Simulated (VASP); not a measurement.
# Ru (P4/mmm) in VASP: single point with PBEsol

Aim: the single point of Ru with PBEsol.

All numbers are computed with VASP 6.6.1; they aren't measurements. Logs are shortened: lines on timing, memory, paths and dates and some standing lists are left out, and cuts for length are marked.

## 1. The cell of the first run

The structure is tetragonal, space group P4/mmm (No. 123). Conventional cell: a = 3.000 Å, b = 3.000 Å, c = 3.380 Å, α = 90.00°, β = 90.00°, γ = 90.00°. Ru (site symmetry 4/mmm) has 6 Ru at 3.00 to 3.38 Å within 3.9 Å.

## 2. Single point, PBEsol

INCAR

```
  PREC = Accurate
  ENCUT = 500
  EDIFF = 1E-6
  ISMEAR = -1
  SIGMA = 0.1
  LREAL = F
  LASPH = T
  NELM = 120
  ALGO = Normal
  ISIF = 2
  LWAVE = F
  LCHARG = F
  GGA = PS
  NBANDS = 13
  GGA_COMPAT = F
```

KPOINTS

```
Automatic mesh
0
Gamma
  8 8 7
```

POSCAR

```
Ru
1.0
    3.0000000000      0.0000000000      0.0000000000
    0.0000000000      3.0000000000      0.0000000000
    0.0000000000      0.0000000000      3.3800000000
Ru
1
Direct
    0.5000000000      0.5000000000      0.5000000000
```

Potentials or basis: VASP PAW PBE potentials, release 64 (Ru_pv).

Started as:

```console
$ cat potpaw_PBE.64/Ru_pv/POTCAR > POTCAR
$ mpirun -np 1 vasp_std > vasp.out
```

OUTCAR:

```text
PREC = Accurate
   ENCUT = 500
   EDIFF = 1E-6
   ISMEAR = -1
   LREAL = F
   LASPH = T
   NELM = 120
   ISIF = 2
   GGA = PS

 ion  position               nearest neighbor table
   1  0.500  0.500  0.500-

  LATTYP: Found a simple tetragonal cell.
 ALAT       =     3.0000000000
 C/A-ratio  =     1.1266666667

  Lattice vectors:

 A1 = (   3.0000000000,   0.0000000000,   0.0000000000)
 A2 = (   0.0000000000,   3.0000000000,   0.0000000000)
 A3 = (   0.0000000000,   0.0000000000,   3.3800000000)

Analysis of symmetry for initial positions (statically):
=====================================================================
 Subroutine PRICEL returns:
 Original cell was already a primitive cell.

 Routine SETGRP: Setting up the symmetry group for a
 simple tetragonal supercell.

 Subroutine GETGRP returns: Found 16 space group operations
 (whereof 16 operations were pure point group operations)
 out of a pool of 16 trial point group operations.

The static configuration has the point symmetry D_4h.

Analysis of symmetry for dynamics (positions and initial velocities):
=====================================================================
 Subroutine PRICEL returns:
 Original cell was already a primitive cell.

 Routine SETGRP: Setting up the symmetry group for a
 simple tetragonal supercell.

 Subroutine GETGRP returns: Found 16 space group operations
 (whereof 16 operations were pure point group operations)
 out of a pool of 16 trial point group operations.

The dynamic configuration has the point symmetry D_4h.

 Subroutine INISYM returns: Found 16 space group operations
 (whereof 16 operations are pure point group operations),
 and found     1 'primitive' translations

----------------------------------------------------------------------------------------

                                     Primitive cell

  volume of cell :      30.4200

  direct lattice vectors                    reciprocal lattice vectors
     3.000000000  0.000000000  0.000000000     0.333333333  0.000000000  0.000000000
     0.000000000  3.000000000  0.000000000     0.000000000  0.333333333  0.000000000
     0.000000000  0.000000000  3.380000000     0.000000000  0.000000000  0.295857988

  length of vectors
     3.000000000  3.000000000  3.380000000     0.333333333  0.333333333  0.295857988

  position of ions in fractional coordinates (direct lattice)
     0.500000000  0.500000000  0.500000000

  ion indices of the primitive-cell ions
   primitive index   ion index
                 1           1

----------------------------------------------------------------------------------------

 KPOINTS: Automatic mesh

Automatic generation of k-mesh.
 Grid dimensions read from file:
 generate k-points for:    8    8    7

 Generating k-lattice:

  Cartesian coordinates                     Fractional coordinates (reciprocal lattice)
     0.041666667  0.000000000  0.000000000     0.125000000  0.000000000  0.000000000
     0.000000000  0.041666667  0.000000000     0.000000000  0.125000000  0.000000000
     0.000000000  0.000000000  0.042265427     0.000000000  0.000000000  0.142857143

  Length of vectors
     0.041666667  0.041666667  0.042265427

  Shift w.r.t. Gamma in fractional coordinates (k-lattice)
     0.000000000  0.000000000  0.000000000

 Subroutine IBZKPT returns following result:
 ===========================================

 Found     60 irreducible k-points:

 Following reciprocal coordinates:
            Coordinates               Weight
  0.000000  0.000000  0.000000      1.000000
  0.125000  0.000000  0.000000      4.000000
  0.250000  0.000000  0.000000      4.000000
  0.375000  0.000000  0.000000      4.000000
  0.500000  0.000000  0.000000      2.000000
  0.125000  0.125000  0.000000      4.000000
[... 16 lines left out ...]
  0.375000  0.125000  0.142857     16.000000
  0.500000  0.125000  0.142857      8.000000
 [... further k-points ...]
   k-points           NKPTS =     60   k-points in BZ     NKDIM =     60   number of bands    NBANDS=     13
   number of dos      NEDOS =    301   number of ions     NIONS =      1
   total plane-waves  NPLWV =  16128
   dimension x,y,z NGX =    24 NGY =   24 NGZ =   28
   dimension x,y,z NGXF=    48 NGYF=   48 NGZF=   56
   ions per type =               1
   NGX,Y,Z   is equivalent  to a cutoff of  13.30, 13.30, 13.77 a.u.
   NGXF,Y,Z  is equivalent  to a cutoff of  26.60, 26.60, 27.54 a.u.
 SYSTEM =  unknown system
   PREC   = accura    normal or accurate (medium, high low for compatibility)
   ISTART =      0    job   : 0-new  1-cont  2-samecut
   ICHARG =      2    charge: 1-file 2-atom 10-const
   ISPIN  =      1    spin polarized calculation?
   LNONCOLLINEAR =      F non collinear calculations
   LSORBIT =      F    spin-orbit coupling
   LASPH  =      T    aspherical Exc in radial PAW
   ENCUT  =  500.0 eV  36.75 Ry    6.06 a.u.   5.47  5.47  6.16*2*pi/ulx,y,z
   NELM   =    120;   NELMIN=  2; NELMDL= -5     # of ELM steps
   EDIFF  = 0.1E-05   stopping-criterion for ELM
   LREAL  =      F    real-space projection
   EDIFFG = 0.1E-04   stopping-criterion for IOM
   NSW    =      0    number of steps for IOM
   IBRION =     -1    ionic relax: 0-MD 1-quasi-New 2-CG
   NFREE  =      0    steps in history (QN), initial steepest desc. (CG)
   ISIF   =      2    stress and relaxation
   ISYM   =      2    0-nonsym 1-usesym 2-fastsym
   POTIM  = 0.5000    time-step for ionic-motion
   TEBEG  =    0.0;   TEEND  =   0.0 temperature during run
   PSTRESS=    0.0 pullay stress
   NELECT =      14.0000    total number of electrons
   NUPDOWN=      -1.0000    fix difference up-down
   EMIN   =  10.00;   EMAX   =-10.00  energy-range for DOS
   EFERMI =   0.00;   METHOD = LEGACY
   ISMEAR =    -1;   SIGMA  =   0.10  broadening in eV -4-tet -1-fermi 0-gaus
   EFERMI_NEDOS =   21; number of points for ismear=-14 and -15
   IALGO  =     38    algorithm
   IMIX   =      4    mixing-type and parameters
     AMIX     =   0.40;   BMIX     =  1.00
     AMIX_MAG =   1.60;   BMIX_MAG =  1.00
  volume/ion in A,a.u.               =      30.42       205.28
  Fermi-wavevector in a.u.,A,eV,Ry     =   1.263954  2.388526 21.736375  1.597579
  Thomas-Fermi vector in A             =   2.397284
   LORBIT       =      0    0 simple, 1 ext, 2 COOP (PROOUT), +10 PAW based schemes
   GGA     = PS    functional components
   LHFCALC =     F    Hartree Fock is set to
   AEXX    =    0.0000 exact exchange contribution
   IVDW    =     0    specifies the selected vdW correction
   LEPSILON=     F    determine dielectric tensor
   LRPA    =     F    only Hartree local field effects (RPA)
 non-spin polarized calculation
  energy-cutoff  :      500.00
  volume of cell :       30.42
 maximum number of plane-waves:       805
 NGX is ok and might be reduce to    24
   NGX = 11   NGY = 11   NGZ = 13

 number of electron      14.0000000 magnetization

 Free energy of the ion-electron system (eV)
  ---------------------------------------------------
  ext. energy  EPLUGINS =         0.00000000
  ---------------------------------------------------
  free energy    TOTEN  =        -6.14558994 eV

  energy without entropy =       -6.02264215  energy(sigma->0) =       -6.08411604

 E-fermi :   2.6871     XC(G=0):  -9.7071

 val. band max:        2.6641556235   @ k =   0.3750   0.3750   0.2857
 cond. band min:       2.7020229920   @ k =   0.0000   0.0000   0.4286
 fundamental gap:      0.0378673685
 Fermi energy:         2.6870555548

 k-point     1 :       0.0000    0.0000    0.0000
  band No.  band energies     occupation
      1     -39.2531      2.00000
      2     -39.2445      2.00000
      3     -39.2445      2.00000
      4      -1.2269      2.00000
      5       0.3477      2.00000
      6       0.7332      2.00000
      7       3.1399      0.02137
      8       3.1399      0.02137
      9       3.4144      0.00139
     10      12.3934      0.00000
     11      14.5172      0.00000
     12      15.9551      0.00000
     13      15.9551      0.00000

 k-point     2 :       0.1250    0.0000    0.0000
  band No.  band energies     occupation
      1     -39.2701      2.00000
      2     -39.2509      2.00000
      3     -39.2425      2.00000
      4      -0.9224      2.00000
      5       0.5118      2.00000
      6       0.8362      2.00000
      7       2.9207      0.17638
      8       3.1568      0.01807
      9       3.2438      0.00761
     10      12.8787      0.00000
     11      13.7762      0.00000
     12      14.5192      0.00000
     13      16.4230      0.00000

 k-point     3 :       0.2500    0.0000    0.0000
  band No.  band energies     occupation
      1     -39.3313      2.00000
      2     -39.2456      2.00000
      3     -39.2376      2.00000
      4      -0.2117      2.00000
      5       0.8346      2.00000
      6       1.3747      2.00000
      7       2.4467      1.83417
      8       2.8616      0.29721
      9       3.1980      0.01200
     10      10.7104      0.00000
     11      14.1247      0.00000
     12      14.5184      0.00000
     13      16.7581      0.00000
[... 305 lines left out ...]
 k-point    23 :       0.3750    0.1250    0.1429
  band No.  band energies     occupation
      1     -39.3889      2.00000
      2     -39.2572      2.00000
      3     -39.2461      2.00000
      4       0.8165      2.00000
      5       1.3536      2.00000
      6       1.7743      1.99978
      7       2.0790      1.99544
      8       2.9535      0.13016
      9       3.4890      0.00066
     10       8.4835      0.00000
     11      13.6697      0.00000
     12      14.5191      0.00000
     13      16.7007      0.00000

 k-point    24 :       0.5000    0.1250    0.1429
  band No.  band energies     occupation
      1     -39.4138      2.00000
      2     -39.2551      2.00000
      3     -39.2439      2.00000
      4       1.0016      2.00000
      5       1.4907      1.99999
      6       1.6202      1.99995
      7       1.9376      1.99889
      8       2.9825      0.09910
      9       4.9658      0.00000
     10       6.5362      0.00000
     11      14.5166      0.00000
     12      15.2388      0.00000
     13      15.3357      0.00000

 [... further k-points ...]
[... 5 lines left out ...]
  --------------------------------------------------------------------------------------
  -------------------------------------------------------------------------------------
  Total       -6.3635508     -6.3635508     -4.3730731      0.0000000      0.0000000      0.0000000
  in kB     -335.1589991   -335.1589991   -230.3234254      0.0000000      0.0000000      0.0000000
  external PRESSURE =    -300.2138079 kB  Pullay stress =       0.0000000 kB

 VOLUME and BASIS-vectors are now :
 -----------------------------------------------------------------------------
  energy-cutoff  :      500.00
  volume of cell :       30.42
      direct lattice vectors                 reciprocal lattice vectors
     3.000000000  0.000000000  0.000000000     0.333333333  0.000000000  0.000000000
     0.000000000  3.000000000  0.000000000     0.000000000  0.333333333  0.000000000
     0.000000000  0.000000000  3.380000000     0.000000000  0.000000000  0.295857988

 POSITION                                       TOTAL-FORCE (eV/Angst)
 -----------------------------------------------------------------------------------
      1.50000      1.50000      1.69000         0.000000      0.000000      0.000000
 -----------------------------------------------------------------------------------
    total drift:                                0.000000     -0.000000     -0.000000

  FREE ENERGIE OF THE ION-ELECTRON SYSTEM (eV)
  ---------------------------------------------------
  free  energy   TOTEN  =        -6.1455899370 eV

  energy  without entropy=       -6.0226421527  energy(sigma->0) =       -6.08411604
```

Run time: 7 s. Hardware: 1 thread of Intel Xeon 6975P-C (Granite Rapids), shared host; peak memory 0.15 GiB.

What came out:

```
Free energy            : -6.1456 eV
Pressure               : -30.0 GPa
Band gap on the k mesh : zero (bands 7 and 8 overlap by 1.19 eV)
```

Caveat: the cell stands under tension; the PAW data sets were made with another functional, which shifts forces and pressure a little.
